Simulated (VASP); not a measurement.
Wanted: the native input for a VASP 6.6.1 run.

```yaml
Task: single point
Functional: PBE
Potentials_or_basis: VASP PAW PBE potentials, release 64 (Zr_sv, B)
Cutoff: 520 eV
k_mesh: 6 × 6 × 6
Occupations: gaussian, width 0.1 eV
Spin: no spin polarisation
Dipole_correction: no
Further_INCAR_settings: ALGO = Normal; EDIFF = 1e-07; NBANDS = 28
```

The structure of Zr3B lies in POSCAR:

```
Zr3B
1.0
   -2.6148008000      2.6148008000      2.6148008000
    2.6148008000     -2.6148008000      2.6148008000
    2.6148008000      2.6148008000     -2.6148008000
Zr B
3 1
Direct
    0.0000000000      0.5000000000      0.5000000000
    0.5000000000      0.0000000000      0.5000000000
    0.5000000000      0.5000000000      0.0000000000
    0.0000000000      0.0000000000      0.0000000000
```

The input as run:

INCAR

```
SYSTEM = Zr3B
PREC = Accurate ; ENCUT = 520
EDIFF = 1E-7 ; ISMEAR = 0
SIGMA = 0.1 ; LREAL = .FALSE.
LASPH = .TRUE. ; NELM = 80
ALGO = Normal ; ISIF = 2
LWAVE = .FALSE. ; LCHARG = .FALSE.
GGA = PE ; NBANDS = 28
```

KPOINTS

```
Automatic mesh
0
G
  6 6 6
  0 0 0
```

Potentials or basis: VASP PAW PBE potentials, release 64 (Zr_sv, B).

The run is started by

```console
$ cat potpaw_PBE.64/Zr_sv/POTCAR potpaw_PBE.64/B/POTCAR > POTCAR
$ mpirun -np 1 vasp_std > vasp.out
```

Results of the run:

| Property | Result |
| --- | --- |
| Pressure | 11.2 GPa |

Run time: 30 s on 1 thread of Intel Xeon 6975P-C (shared host), peak memory 0.21 GiB.
